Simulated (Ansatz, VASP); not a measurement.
Two plane-wave programs on Pb

Contents of INCAR:

```
ALGO     = Normal         # electronic algorithm
EDIFF    = 1E-6           # SCF threshold, eV
ENCUT    = 520            # plane-wave cutoff, eV
GGA      = PS             # functional
ISIF     = 2              # what is computed and relaxed
ISMEAR   = 0              # smearing method
LASPH    = T              # aspherical terms in the spheres
LCHARG   = T              # write CHGCAR
LELF     = T              # ELF
LREAL    = F              # projectors in reciprocal space
LVHAR    = T            
LWAVE    = F              # write WAVECAR
NBANDS   = 13             # bands
NELM     = 100            # most SCF steps
PREC     = Accurate       # precision mode
SIGMA    = 0.15           # smearing width, eV
```

The input KPOINTS:

```
k-points
0
Gamma
  16 16 16
```

POSCAR

```
Pb
1.0
    0.0000000000      2.3710080000      2.3710080000
    2.3710080000      0.0000000000      2.3710080000
    2.3710080000      2.3710080000      0.0000000000
Pb
1
Direct
    0.0000000000      0.0000000000      0.0000000000
```

Input for Ansatz:

```yaml
crystal:
  lattice:
    - [0.0, 2.371008, 2.371008]
    - [2.371008, 0.0, 2.371008]
    - [2.371008, 2.371008, 0.0]
  atoms:
    - { symbol: Pb, position: [0.0, 0.0, 0.0] }
basis:
  ecutwfc: 420
kpoints:
  mp_grid: { grid: [16, 16, 16] }
hamiltonian:
  xc: pbesol
scf:
  occupations: { method: gaussian, width: 0.15 }
output:
  forces: true
  stress: true
  eigenvalues: true
```

Change from the starting cell: strain -0.040 along x and y, -0.040 along z, atoms carried along.

Alike in both runs: task single point; functional PBEsol; k mesh 16 × 16 × 16; occupations gaussian, width 0.15 eV; no spin polarisation.

```csv
,VASP,Ansatz
version,VASP 6.6.1,Ansatz 0.2.0
potentials or method,"VASP PAW PBE potentials, release 64 (Pb_d), cutoff 520 eV","scalar-relativistic, plane waves, PAW"
valence electrons in the cell,14,14
```

Ansatz gave:

| Property | Result |
| --- | --- |
| gap on the k mesh at the Fermi level (eV) | none |
| pressure (GPa) | 7.6 |

Question: What did VASP give for the same quantities?

Answer: gap on the k mesh at the Fermi level (eV): none; pressure (GPa): 7.5.

VASP's potentials were made for PBE, not for PBEsol. A gap of «none» marks a metal or a gap that the smearing closes. With one functional, cell and mesh, what is left measures potentials, basis and numerics.

Spin-orbit coupling is off throughout.
